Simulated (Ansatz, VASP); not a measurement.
Sn2Se: VASP beside Ansatz

Contents of INCAR:

```
SYSTEM = Sn2Se
ALGO = Normal
EDIFF = 1E-6
EDIFFG = -0.04
ENCUT = 600
GGA = PE
IBRION = 2
ISIF = 3
ISMEAR = 0
LASPH = .True.
LCHARG = .False.
LREAL = .False.
LWAVE = .False.
NELM = 100
NSW = 90
PREC = Accurate
SIGMA = 0.1
```

Contents of KPOINTS:

```
k-points
0
Gamma
  6 6 4
  0 0 0
```

POSCAR

```
Sn2Se
1.0
    4.4408332600      0.0000000000      0.0000000000
   -2.2204166300      3.8458744200      0.0000000000
    0.0000000000      0.0000000000      4.8002724900
Sn Se
2 1
Direct
    0.3333333300      0.6666666700      0.5000000000
    0.6666666700      0.3333333300      0.5000000000
    0.0000000000      0.0000000000      0.0000000000
```

Input for Ansatz:

```yaml
crystal:
  lattice:
    - [4.44083326, 0.0, 0.0]
    - [-2.22041663, 3.84587442, 0.0]
    - [0.0, 0.0, 4.80027249]
  atoms:
    - { symbol: Sn, position: [0.33333333, 0.66666667, 0.5] }
    - { symbol: Sn, position: [0.66666667, 0.33333333, 0.5] }
    - { symbol: Se, position: [0.0, 0.0, 0.0] }
basis:
  ecutwfc: 420
kpoints:
  mp_grid: { grid: [6, 6, 4] }
hamiltonian:
  xc: pbe
scf:
  occupations: { method: gaussian, width: 0.1 }
  lower_state_search: "off"
output:
  forces: true
  stress: true
  eigenvalues: true
relax:
  adjacent_minimum: "off"
  f_tol: 0.04
  max_steps: 70
  cell: { stress_tol: 0.4 }
```

Change from the starting cell: species swapped into the YSi2 type (P6/mmm, No. 191).

Alike in both runs: task relaxation of cell and atoms; functional PBE; k mesh 6 × 6 × 4; occupations gaussian, width 0.1 eV; no spin polarisation.

|  | VASP | Ansatz |
| --- | --- | --- |
| version | VASP 6.6.1 | Ansatz 0.2.0 |
| potentials or method | VASP PAW PBE potentials, release 64 (Sn_d, Se), cutoff 600 eV | scalar-relativistic, plane waves, PAW |
| valence electrons in the cell | 34 | 44 |

Ansatz gave:

* gap on the k mesh at the Fermi level, each at its own relaxed structure (eV): none
* relaxed volume (Å³/atom): 27.79
* relaxed length of the cell vector where the two differ most in proportion (Å): 3.893

Task: Which values does VASP return?

Result: gap on the k mesh at the Fermi level, each at its own relaxed structure (eV): none; relaxed volume (Å³/atom): 27.79; relaxed length of the cell vector where the two differ most in proportion (Å): 3.896.

A gap of «none» marks a metal or a gap that the smearing closes. VASP's potentials hold 34 valence electrons a cell and Ansatz's 44, so a difference there can come from the potentials and not from the codes.
